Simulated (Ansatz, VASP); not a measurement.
# Two plane-wave programs on SrHg2Ge2

Contents of INCAR:

```
PREC     = Accurate       # precision mode
ENCUT    = 520            # plane-wave cutoff, eV
EDIFF    = 1E-6           # SCF threshold, eV
ISMEAR   = -1             # smearing method
SIGMA    = 0.1            # smearing width, eV
LREAL    = F              # projectors in reciprocal space
LASPH    = T              # aspherical terms in the spheres
NELM     = 100            # most SCF steps
ALGO     = Normal         # electronic algorithm
ISIF     = 2              # what is computed and relaxed
LWAVE    = F              # write WAVECAR
LCHARG   = F              # write CHGCAR
GGA      = PS             # functional
NBANDS   = 39             # bands
```

KPOINTS

```
Automatic mesh
0
Gamma
  5 5 3
```

Contents of POSCAR:

```
SrHg2Ge2
1.0
    2.2426220000      3.8843310000      0.0000000000
   -2.2426220000      3.8843310000      0.0000000000
    0.0000000000      0.0000000000      7.4503240000
Sr Hg Ge
1 2 2
Direct
    0.0000000000      0.0000000000      0.0000000000
    0.3333000000      0.3334000000      0.6308000000
    0.6667000000      0.6666000000      0.3692000000
    0.3333000000      0.3334000000      0.2508000000
    0.6667000000      0.6666000000      0.7492000000
```

Input for Ansatz:

```yaml
crystal:
  lattice:
    - [2.242622, 3.884331, 0.0]
    - [-2.242622, 3.884331, 0.0]
    - [0.0, 0.0, 7.450324]
  atoms:
    - { symbol: Sr, position: [0.0, 0.0, 0.0] }
    - { symbol: Hg, position: [0.3333, 0.3334, 0.6308] }
    - { symbol: Hg, position: [0.6667, 0.6666, 0.3692] }
    - { symbol: Ge, position: [0.3333, 0.3334, 0.2508] }
    - { symbol: Ge, position: [0.6667, 0.6666, 0.7492] }
  symmetry: { tolerance: 0.0003 }
kpoints:
  mp_grid: { grid: [5, 5, 3], shift: [0, 0, 0] }
magnetization:
  spin_polarized: false
scf:
  occupations: { method: fermi_dirac }
hamiltonian:
  pseudopotentials: { kind: paw }
  xc: pbesol
basis:
  ecutwfc: 420
output:
  forces: true
  stress: true
  eigenvalues: true
  write_density: true
  write_potential: true
  elf: true
  volumetric_format: npy
```

Alike in both runs: task single point; functional PBEsol; k mesh 5 × 5 × 3; no spin polarisation.

|  | VASP | Ansatz |
| --- | --- | --- |
| version | VASP 6.6.1 | Ansatz 0.2.0 |
| potentials or method | VASP PAW PBE potentials, release 64 (Sr_sv, Hg, Ge_d), cutoff 520 eV | PAW plane waves |
| occupations | fermi-dirac, width 0.1 eV | fermi-dirac |
| valence electrons in the cell | 62 | 78 |

VASP gave:

* gap on the k mesh at the Fermi level (eV): none
* pressure (GPa): -1.5
* traceless stress, the component that is largest in VASP (GPa): -0.56
* rms of the force components (eV/Å): 0.158

What did Ansatz give for the same quantities?

gap on the k mesh at the Fermi level (eV): none; pressure (GPa): -1.7; traceless stress, the component that is largest in VASP (GPa): -0.55; rms of the force components (eV/Å): 0.162.

VASP's potentials were made for PBE, not for PBEsol. Atom by atom the forces differ by 0.008 eV/Å (rms over components). A gap of «none» marks a metal or a gap that the smearing closes. VASP's potentials hold 62 valence electrons a cell and Ansatz's 78, so a difference there can come from the potentials and not from the codes. Ansatz's warnings: structure snapped to symmetry.

Spin-orbit coupling is off throughout.
